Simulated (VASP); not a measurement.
A run of VASP 6.6.1 is set up as follows.

INCAR

```
SYSTEM = Au
PREC = Accurate ; ENCUT = 520
EDIFF = 1E-6 ; ISMEAR = -1
SIGMA = 0.1 ; LREAL = .FALSE.
LASPH = .TRUE. ; NELM = 60
ALGO = Normal ; ISIF = 2
LWAVE = .FALSE. ; LCHARG = .TRUE.
GGA = PS ; LELF = .TRUE.
LVHAR = .TRUE. ; NBANDS = 18
```

KPOINTS

```
Automatic mesh
0
G
  14 14 8
  0 0 0
```

The input POSCAR:

```
Au
1.0
    2.7449978368      0.0000000000      0.0000000000
   -1.3724989184      2.3772378600      0.0000000000
    0.0000000000      0.0000000000      4.5900999271
Au
2
Direct
    0.3333333333      0.6666666667      0.2500000000
    0.6666666667      0.3333333333      0.7500000000
```

Potentials or basis: VASP PAW PBE potentials, release 64 (Au).

Command:

```bash
$ cat potpaw_PBE.64/Au/POTCAR > POTCAR
$ mpirun -np 1 vasp_std > vasp.out
```

(1) Estimate the band gap on the k mesh.

(2) Estimate the pressure.

Answers

(1) zero (band 11 reaches 15.93 eV, above the bottom of band 12 at 8.69 eV).

(2) 31.7 GPa.

Caveat: the PAW data sets were made with another functional, which shifts forces and pressure a little; spin-orbit coupling is left out, which moves the levels of the heavy elements.
